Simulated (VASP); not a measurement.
**AlSi2: relaxation of cell and atoms with PBE**

The system is AlSi2.

```xyz
3
Lattice="3.4913 0.0000 0.0000 0.0000 3.4913 0.0000 0.0000 0.0000 4.2639" Properties=species:S:1:pos:R:3 pbc="T T T"
Al    1.7456    1.7456    2.1320
Si    0.0000    1.7456    0.2486
Si    1.7456    0.0000    4.0153
```

* Program: VASP 6.6.1
* Task: relaxation of cell and atoms
* Functional: PBE
* Potentials or basis: VASP PAW PBE potentials, release 64 (Al, Si)
* Cutoff: 600 eV
* k mesh: 14 × 14 × 12
* Occupations: gaussian, width 0.1 eV
* Spin: no spin polarisation
* Dipole correction: no
* Further INCAR settings: ALGO = Normal; EDIFF = 1e-06; IBRION = 2; EDIFFG = -0.01; NSW = 100; ISIF = 3

```
Relaxed volume                        : 17.17 Å³/atom
Relaxed cell                          : a = 3.515 Å, b = 3.515 Å, c = 4.170 Å, α = 90.00°, β = 90.00°, γ = 90.00°
Space group after relaxing (to 0.1 Å) : P-4m2 (No. 115)
Energy gained by relaxing             : 3.4 meV/atom
Ionic steps                           : 7
Pressure after relaxing               : 0.0 GPa
Band gap on the k mesh                : zero (an odd number of electrons rules out a gap without spin polarisation)
```

The path:
```csv
step,energy change (eV),largest force (eV/Å),pressure (GPa),volume (Å³)
1,0.0000,0.0931,-0.11,51.97
2,-0.0028,0.0972,-0.07,51.88
3,-0.0077,0.1077,0.13,51.59
4,-0.0095,0.0498,-0.16,51.69
5,-0.0098,0.0107,-0.36,51.76
6,-0.0098,0.0124,0.37,51.28
7,-0.0101,0.0008,0.00,51.52
```

Final structure:
```xyz
3
Lattice="3.5152 0.0000 0.0000 0.0000 3.5152 0.0000 0.0000 0.0000 4.1696" Properties=species:S:1:pos:R:3 pbc="T T T"
Al    1.7576    1.7576    2.0848
Si    0.0000    1.7576    0.2019
Si    1.7576    0.0000    3.9677
```

Levels at points of the mesh, in eV from the Fermi level:
```tsv
k point	band 3	band 4	band 5	band 6	band 7	band 8
(0.00, 0.00, 0.00)	-2.85	-2.33	-2.33	-1.05	1.33	5.40
(0.50, 0.00, 0.00)	-2.42	-1.20	-0.27	-0.18	0.82	0.92
(0.50, 0.50, 0.00)	-7.44	-5.45	0.16	0.16	0.41	2.41
(0.00, 0.00, 0.50)	-1.78	-1.78	-0.03	1.32	1.85	2.56
(0.50, 0.00, 0.50)	-6.23	-4.61	0.44	1.32	3.13	3.76
(0.50, 0.50, 0.50)	-6.61	-5.01	-3.46	-3.20	-3.20	0.85
```

It took 2.8 min on 1 thread of AMD EPYC 9R45 96-Core Processor (Zen 5), on a shared host, peak memory 0.26 GiB.
